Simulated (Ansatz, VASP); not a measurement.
## TePb in VASP and in Ansatz

INCAR

```
SYSTEM = TePb
ALGO = Normal
EDIFF = 1E-6
ENCUT = 500
GGA = PE
GGA_COMPAT = .False.
ISIF = 2
ISMEAR = 1
ISPIN = 2
IVDW = 12
LASPH = .True.
LCHARG = .False.
LORBIT = 11
LREAL = .False.
LWAVE = .False.
MAGMOM = 0 0
NBANDS = 21
NELM = 200
PREC = Accurate
SIGMA = 0.1
```

File KPOINTS:

```
k-points
0
Gamma
  7 7 7
  0 0 0
```

POSCAR

```
TePb
1.0
    0.0000000000      3.2310000000      3.2310000000
    3.2310000000      0.0000000000      3.2310000000
    3.2310000000      3.2310000000      0.0000000000
Pb Te
1 1
Direct
    0.0000000000      0.0000000000      0.0000000000
    0.5000000000      0.5000000000      0.5000000000
```

input.yaml

```yaml
crystal:
  lattice: { a: 6.462, b: 6.462, c: 6.462, alpha: 90.0, beta: 90.0, gamma: 90.0 }
  space_group: 225
  setting: { hermann_mauguin: Fm-3m }
  reduce_to_primitive: true
  atoms:
    - { symbol: Pb, position: [0.0, 0.0, 0.0], spin: 0.5 }
    - { symbol: Te, position: [0.5, 0.0, 0.0] }
kpoints:
  mp_grid: { grid: [7, 7, 7] }
scf:
  occupations: { method: cold, width: 0.1 }
hamiltonian:
  xc: pbe
  dispersion: d3bj
  pseudopotentials: { kind: all_electron, datasets: crystal }
magnetization:
  spin_polarized: true
output:
  forces: true
  stress: true
  eigenvalues: true
  elf: true
  volumetric_format: npy
```

Alike in both runs: task single point; functional PBE; dispersion D3(BJ); k mesh 7 × 7 × 7; collinear spin.

|  | VASP | Ansatz |
| --- | --- | --- |
| version | VASP 6.6.1 | Ansatz 0.2.0 |
| potentials or method | VASP PAW PBE potentials, release 64 (Pb_d, Te), cutoff 500 eV | all-electron PAW datasets made for the crystal |
| occupations | methfessel-paxton of order 1, width 0.1 eV | cold, width 0.1 eV |

```tsv
	VASP	Ansatz	Ansatz less VASP
pressure (GPa)	0.1	0.1	+0.05
net moment per atom (μB)	0.00	0.00	0.000
```

Ansatz ran all-electron here, and VASP with PAW potentials.

Spin-orbit coupling is off throughout.
